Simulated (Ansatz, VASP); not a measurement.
One calculation of TiCo, two programs

File INCAR:

```
PREC = Accurate
ENCUT = 520
EDIFF = 1E-8
ISMEAR = -1
SIGMA = 0.03
LREAL = F
LASPH = T
NELM = 150
ALGO = Normal
ISIF = 2
LWAVE = F
LCHARG = F
ISPIN = 2
MAGMOM = -1 2
LORBIT = 11
LMAXMIX = 4
GGA = PS
LEFG = T
NBANDS = 22
```

The input KPOINTS:

```
regular mesh
0
Gamma
  11 11 11
```

The input POSCAR:

```
TiCo
1.0
    2.9660693728      0.0000000000      0.0000000000
    0.0000000000      2.9660693728      0.0000000000
    0.0000000000      0.0000000000      2.9660693728
Ti Co
1 1
Direct
    0.0000000000      0.0000000000      0.0000000000
    0.5000000000      0.5000000000      0.5000000000
```

Input for Ansatz:

```yaml
crystal:
  lattice:
    - [2.9660693728, 0.0, 0.0]
    - [0.0, 2.9660693728, 0.0]
    - [0.0, 0.0, 2.9660693728]
  atoms:
    - { symbol: Ti, position: [0.0, 0.0, 0.0], spin: -1.0 }
    - { symbol: Co, position: [0.5, 0.5, 0.5], spin: 2.0 }
magnetization:
  spin_polarized: true
kpoints:
  mp_grid: { grid: [11, 11, 11] }
scf:
  occupations: { method: fermi_dirac, width: 0.03 }
hamiltonian:
  xc: pbesol
  pseudopotentials: { kind: paw }
output:
  forces: true
  stress: true
  eigenvalues: true
  efg: { contact_densities: true }
  write_density: true
  write_potential: true
  elf: true
  volumetric_format: npy
```

Change from the starting cell: volume scaled by 0.98, PAW files.

Alike in both runs: task electric field gradients; functional PBEsol; k mesh 11 × 11 × 11; occupations fermi-dirac, width 0.03 eV; collinear spin.

```csv
,VASP,Ansatz
version,VASP 6.6.1,Ansatz 0.2.0
potentials or method,"VASP PAW PBE potentials, release 64 (Ti_sv, Co)","PAW with Ansatz's default frozen-core files, scalar-relativistic"
plane-wave cutoff (eV),520,420
valence electrons in the cell,21,29
```

```csv
,VASP,Ansatz,Ansatz less VASP
pressure (GPa),-5.0,-4.3,+0.71
net moment per atom (μB),0.37,0.40,+0.032
size of the moment on the site where the two differ most (μB),0.77,0.85,+0.081
```

VASP's potentials were made for PBE, not for PBEsol. Site moments also hang on the region over which each program counts them. The functional is the same, so the differences come from potentials, cutoffs and numerics. VASP's potentials hold 21 valence electrons a cell and Ansatz's 29, so a difference there can come from the potentials and not from the codes.
